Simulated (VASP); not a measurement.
Write the native input for VASP 6.6.1 that does the following.

| Quantity | Value |
| --- | --- |
| Task | single point |
| Functional | LDA |
| Potentials or basis | VASP PAW LDA potentials, release 64 (Zn, S) |
| Cutoff | 520 eV |
| k mesh | 6 × 6 × 4 |
| Occupations | gaussian, width 0.01 eV |
| Spin | no spin polarisation |
| Dipole correction | no |
| Further INCAR settings | ALGO = Normal; EDIFF = 1e-06; NBANDS = 26 |

The structure of ZnS lies in POSCAR:

```
ZnS
1.0
    3.5703818672      0.0000000000      0.0000000000
   -1.7851909336      3.0920413982      0.0000000000
    0.0000000000      0.0000000000      5.9104565927
Zn S
2 2
Direct
    0.3333333333      0.6666666667      0.0068367910
    0.6666666667      0.3333333333      0.5068367910
    0.3333333333      0.6666666667      0.3781632090
    0.6666666667      0.3333333333      0.8781632090
```

One way to write it, as run:

INCAR

```
PREC = Accurate
ENCUT = 520
EDIFF = 1E-6
ISMEAR = 0
SIGMA = 0.01
LREAL = False
LASPH = True
NELM = 60
ALGO = Normal
ISIF = 2
LWAVE = False
LCHARG = False
GGA = CA
NBANDS = 26
```

KPOINTS

```
regular mesh
0
Gamma
  6 6 4
```

Potentials or basis: VASP PAW LDA potentials, release 64 (Zn, S).

Command:

```sh
$ cat potpaw_LDA.64/Zn/POTCAR potpaw_LDA.64/S/POTCAR > POTCAR
$ mpirun -np 1 vasp_std > vasp.out
```

It gave:

| Property | Result |
| --- | --- |
| Pressure | 15.4 GPa |
| Band gap on the k mesh | 2.83 eV, direct |

Run time: 25 s on 1 thread of Intel(R) Xeon(R) Platinum 8488C (Sapphire Rapids) (shared host), peak memory 0.17 GiB.
